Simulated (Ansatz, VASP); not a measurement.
## C: VASP beside Ansatz

```
C
1.0
    -1.26308   -0.91428    1.98666
    -3.78773    0.91505   -1.98704
     1.26240   -3.44151   -2.38631
C
8
Direct
  0.34376 0.03125 0.93750
  0.84376 0.53126 0.93751
  0.59375 0.78124 0.43750
  0.09374 0.28124 0.43750
  0.65624 0.46875 0.56250
  0.15624 0.96874 0.56249
  0.40626 0.71876 0.06251
  0.90625 0.21875 0.06250
```

Change from the starting cell: cell x4, atoms moved at random (sigma 0.1 Å) and cell strained at random (1.5 %), then relaxed without symmetry.

Alike in both runs: functional PBE; k mesh 8 × 6 × 6; occupations gaussian, width 0.2 eV; no spin polarisation.

Ansatz relaxed the structure, and its values are those at the end. VASP's run is a single point on that final structure, the one shown.

|  | VASP | Ansatz |
| --- | --- | --- |
| version | VASP 6.6.1 | Ansatz 0.2.0 |
| potentials or method | VASP PAW PBE potentials, release 64 (C), cutoff 520 eV | scalar-relativistic, plane waves, PAW |
| valence electrons in the cell | 32 | 32 |

Ansatz gave:

* gap on the k mesh at the Fermi level (eV): 4.15
* least direct gap on the mesh (eV): 4.85
* pressure (GPa): 0.0

**Question.** Estimate VASP's values.

**Answer.** gap on the k mesh at the Fermi level (eV): 4.14; least direct gap on the mesh (eV): 4.84; pressure (GPa): 0.7.

The functional is the same, so the differences come from potentials, cutoffs and numerics.
